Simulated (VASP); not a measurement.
# Ga (Cmcm) in VASP: vibrations by perturbation theory with LDA

Aim: the vibrations by perturbation theory of Ga with LDA.

All numbers are computed with VASP 6.6.1; they aren't measurements. Logs are shortened: lines on timing, memory, paths and dates and some standing lists are left out, and cuts for length are marked.

## 1. The cell of the first run

It takes space group Cmcm (No. 63, orthorhombic). Conventional cell: a = 2.700 Å, b = 7.814 Å, c = 3.287 Å, α = 90.00°, β = 90.00°, γ = 90.00°. Within 3.5 Å of Ga (site symmetry m2m) lie 10 Ga at 2.66 to 3.29 Å.

## 2. Vibrations by perturbation theory, LDA

Contents of INCAR:

```
SYSTEM = Ga
PREC = Accurate
ENCUT = 520
EDIFF = 1E-8
ISMEAR = -1
SIGMA = 0.15
LREAL = .False.
LASPH = .True.
NELM = 80
ALGO = Normal
ISIF = 2
LWAVE = .False.
LCHARG = .True.
GGA = CA
IBRION = 8
NSW = 1
KPAR = 4
```

Contents of KPOINTS:

```
Automatic mesh
0
Gamma
  16 16 14
  0 0 0
```

Contents of POSCAR:

```
Ga
1.0
    1.3501914553     -3.9069783130      0.0000000000
    1.3501914553      3.9069783130      0.0000000000
    0.0000000000      0.0000000000      3.2869677090
Ga
2
Direct
    0.8663570317      0.1336429683      0.2500000000
    0.1336429683      0.8663570317      0.7500000000
```

Potentials or basis: VASP PAW LDA potentials, release 64 (Ga_d).

Started as:

```console
$ cat potpaw_LDA.64/Ga_d/POTCAR > POTCAR
$ mpirun -np 4 vasp_std > vasp.out
```

OUTCAR:

```text
SYSTEM = Ga
   PREC = Accurate
   ENCUT = 520
   EDIFF = 1E-8
   ISMEAR = -1
   LREAL = .False.
   LASPH = .True.
   NELM = 80
   ISIF = 2
   GGA = CA
   IBRION = 8
   NSW = 1

 ion  position               nearest neighbor table
   1  0.866  0.134  0.250-   2 2.66   2 2.66   2 2.80   2 2.80   2 2.80   2 2.80
   2  0.134  0.866  0.750-   1 2.66   1 2.66   1 2.80   1 2.80   1 2.80   1 2.80

  LATTYP: Found a base centered orthorhombic cell.
 ALAT       =     2.7003829106
 B/A-ratio  =     2.8936476362
 C/A-ratio  =     1.2172228228

  Lattice vectors:

 A1 = (   1.3501914553,  -3.9069783130,   0.0000000000)
 A2 = (   1.3501914553,   3.9069783130,   0.0000000000)
 A3 = (   0.0000000000,   0.0000000000,   3.2869677090)

Analysis of symmetry for initial positions (statically):
=====================================================================
 Subroutine PRICEL returns:
 Original cell was already a primitive cell.

 Routine SETGRP: Setting up the symmetry group for a
 base centered orthorhombic supercell.

 Subroutine GETGRP returns: Found  8 space group operations
 (whereof  4 operations were pure point group operations)
 out of a pool of  8 trial point group operations.

The static configuration has the point symmetry C_2h.
 The point group associated with its full space group is D_2h.

Analysis of symmetry for dynamics (positions and initial velocities):
=====================================================================
 Subroutine PRICEL returns:
 Original cell was already a primitive cell.

 Routine SETGRP: Setting up the symmetry group for a
 base centered orthorhombic supercell.

 Subroutine GETGRP returns: Found  8 space group operations
 (whereof  4 operations were pure point group operations)
 out of a pool of  8 trial point group operations.

The dynamic configuration has the point symmetry C_2h.
 The point group associated with its full space group is D_2h.

 Subroutine INISYM returns: Found  8 space group operations
 (whereof  4 operations are pure point group operations),
 and found     1 'primitive' translations

----------------------------------------------------------------------------------------

                                     Primitive cell

  volume of cell :      34.6786

  direct lattice vectors                    reciprocal lattice vectors
     1.350191455 -3.906978313  0.000000000     0.370317852 -0.127976139  0.000000000
     1.350191455  3.906978313  0.000000000     0.370317852  0.127976139  0.000000000
     0.000000000  0.000000000  3.286967709     0.000000000  0.000000000  0.304231769

  length of vectors
     4.133702518  4.133702518  3.286967709     0.391807611  0.391807611  0.304231769

  position of ions in fractional coordinates (direct lattice)
     0.866357032  0.133642968  0.250000000
     0.133642968  0.866357032  0.750000000

  ion indices of the primitive-cell ions
   primitive index   ion index
                 1           1
                 2           2

----------------------------------------------------------------------------------------

 KPOINTS: Automatic mesh

Automatic generation of k-mesh.
 Grid dimensions read from file:
 generate k-points for:   16   16   14

 Generating k-lattice:

  Cartesian coordinates                     Fractional coordinates (reciprocal lattice)
[... 97 lines left out ...]
--------------------------------------- Ionic step        1  -------------------------------------------

 number of electron      26.0000003 magnetization

 Free energy of the ion-electron system (eV)
  ---------------------------------------------------
  ext. energy  EPLUGINS =         0.00000000
  ---------------------------------------------------
  free energy    TOTEN  =        -7.19455431 eV

  energy without entropy =       -7.14666427  energy(sigma->0) =       -7.17060929

 E-fermi :   6.0873     XC(G=0): -11.7165

 val. band max:        6.0730493499   @ k =  -0.0625   0.0625   0.4286
 cond. band min:       6.1014272206   @ k =   0.3125   0.2500   0.4286
 fundamental gap:      0.0283778707
 Fermi energy:         6.0872726614

 k-point     1 :       0.0000    0.0000    0.0000
  band No.  band energies     occupation
      1      -9.2984      2.00000
      2      -9.2975      2.00000
      3      -9.2384      2.00000
      4      -9.2373      2.00000
      5      -8.9073      2.00000
      6      -8.9071      2.00000
[... 457 lines left out ...]
      4      -9.2161      2.00000
      5      -8.9157      2.00000
      6      -8.9105      2.00000
[... 9 lines left out ...]
     16      15.8277      0.00000
     17      16.2745      0.00000

 [... further k-points ...]

------------------------ aborting loop because EDIFF is reached ----------------------------------------

  FORCE on cell =-STRESS in cart. coord.  units (eV):
  Direction    XX          YY          ZZ          XY          YZ          ZX
  --------------------------------------------------------------------------------------
  -------------------------------------------------------------------------------------
  Total        0.0399240      0.0413769      0.0325363      0.0000000     -0.0000000      0.0000000
  in kB        1.8445170      1.9116436      1.5032005      0.0000000     -0.0000000      0.0000000
  external PRESSURE =       1.7531204 kB  Pullay stress =       0.0000000 kB

 VOLUME and BASIS-vectors are now :
 -----------------------------------------------------------------------------
  energy-cutoff  :      520.00
  volume of cell :       34.68
      direct lattice vectors                 reciprocal lattice vectors
     1.350191455 -3.906978313  0.000000000     0.370317852 -0.127976139  0.000000000
     1.350191455  3.906978313  0.000000000     0.370317852  0.127976139  0.000000000
     0.000000000  0.000000000  3.286967709     0.000000000  0.000000000  0.304231769

 POSITION                                       TOTAL-FORCE (eV/Angst)
 -----------------------------------------------------------------------------------
      1.35019     -2.86270      0.82174         0.000000     -0.000322      0.000000
      1.35019      2.86270      2.46523         0.000000      0.000322     -0.000000
 -----------------------------------------------------------------------------------
    total drift:                                0.000000      0.000000     -0.000000

  FREE ENERGIE OF THE ION-ELECTRON SYSTEM (eV)
  ---------------------------------------------------
  free  energy   TOTEN  =        -7.1945543148 eV

  energy  without entropy=       -7.1466642710  energy(sigma->0) =       -7.17060929

[... ionic steps 2 to 3 ...]

--------------------------------------- Ionic step        4  -------------------------------------------

------------------------ aborting loop because EDIFF is reached ----------------------------------------

--------------------------------------- Ionic step        5  -------------------------------------------

------------------------ aborting loop because EDIFF is reached ----------------------------------------

--------------------------------------- Ionic step        6  -------------------------------------------

 Free energy of the ion-electron system (eV)
  ---------------------------------------------------
  ---------------------------------------------------
  free energy    TOTEN  =        -0.16568357 eV

  energy without entropy =       -0.16568357

------------------------ aborting loop because EDIFF is reached ----------------------------------------

 INTERNAL STRAIN TENSOR  FOR ION    1  DIRECTION 3   (eV/Angst):
 -----------------------------------------------------------------------------
    -0.00885  0.00000  0.00000
     0.00000  0.02234 -0.51518
     0.00000 -0.45714 -0.01495

 INTERNAL STRAIN TENSOR FOR ION    2 for displacements in x,y,z  (eV/Angst):
          X           Y           Z          XY          YZ          ZX
  --------------------------------------------------------------------------------
  x     0.00000     0.00000     0.00000    -0.36733     0.00000     0.00000
  y    -2.77461     1.63671     0.45282     0.00000     0.00000     0.00000
  z     0.00000     0.00000     0.00000     0.00000     0.45714     0.00000

 SECOND DERIVATIVES (NOT SYMMETRIZED)
 ------------------------------------
               1X          1Y          1Z          2X          2Y          2Z
  1X    -0.293552    0.000000    0.000000    0.293552    0.000000    0.000000
  1Y     0.000000   -4.884421    0.000000    0.000000    4.884421    0.000000
  1Z     0.000000   -0.000000   -2.065253    0.000000    0.000000    2.065253
  2X     0.293552    0.000000    0.000000   -0.293552    0.000000    0.000000
  2Y     0.000000    4.884421    0.000000    0.000000   -4.884421    0.000000
  2Z     0.000000    0.000000    2.065253    0.000000   -0.000000   -2.065253

 Eigenvectors and eigenvalues of the dynamical matrix
 ----------------------------------------------------

   1 f  =    5.851729 THz    36.767499 2PiTHz  195.192676 cm-1    24.200797 meV
             X         Y         Z           dx          dy          dz
      1.350191 -2.862698  0.821742     0.000000    0.707107   -0.000000
      1.350191  2.862698  2.465226    -0.000000   -0.707107    0.000000
[... 11 lines left out ...]
   4 f  =    0.000000 THz     0.000000 2PiTHz    0.000000 cm-1     0.000000 meV
             X         Y         Z           dx          dy          dz
      1.350191 -2.862698  0.821742     0.000000    0.000000    0.707107
      1.350191  2.862698  2.465226     0.000000    0.000000    0.707107

   5 f/i=    0.000000 THz     0.000000 2PiTHz    0.000001 cm-1     0.000000 meV
             X         Y         Z           dx          dy          dz
      1.350191 -2.862698  0.821742     0.686647   -0.168865    0.000000
      1.350191  2.862698  2.465226     0.686647   -0.168865    0.000000

   6 f/i=    0.000000 THz     0.000000 2PiTHz    0.000002 cm-1     0.000000 meV
             X         Y         Z           dx          dy          dz
      1.350191 -2.862698  0.821742     0.168865    0.686647   -0.000000
      1.350191  2.862698  2.465226     0.168865    0.686647    0.000000

--------------------------------------------------------------------------------------------------------

 ELASTIC MODULI CONTR FROM IONIC RELAXATION (kBar)
 Direction    XX          YY          ZZ          XY          YZ          ZX
 --------------------------------------------------------------------------------
 XX         -72.8180     42.9545     11.8841      0.0000      0.0000      0.0000
 YY          42.9545    -25.3384     -7.0103      0.0000     -0.0000      0.0000
 ZZ          11.8841     -7.0103     -1.9395      0.0000     -0.0000      0.0000
 XY           0.0000      0.0000      0.0000    -21.2360      0.0000      0.0000
 YZ           0.0000     -0.0000     -0.0000      0.0000     -4.6750      0.0000
 ZX           0.0000      0.0000      0.0000      0.0000      0.0000      0.0000
 --------------------------------------------------------------------------------
```

Run time: 20 min. Hardware: 4 MPI ranks of Oxide Virtual Turin-like, shared host; peak memory 1.1 GiB.

What came out:

* Highest phonon frequency at Γ: 195 cm⁻¹

Phonon frequencies in cm⁻¹ (negative: imaginary):
```tsv
q point	frequencies
(0.000, 0.000, 0.000)	0 0 0 48 127 195
```
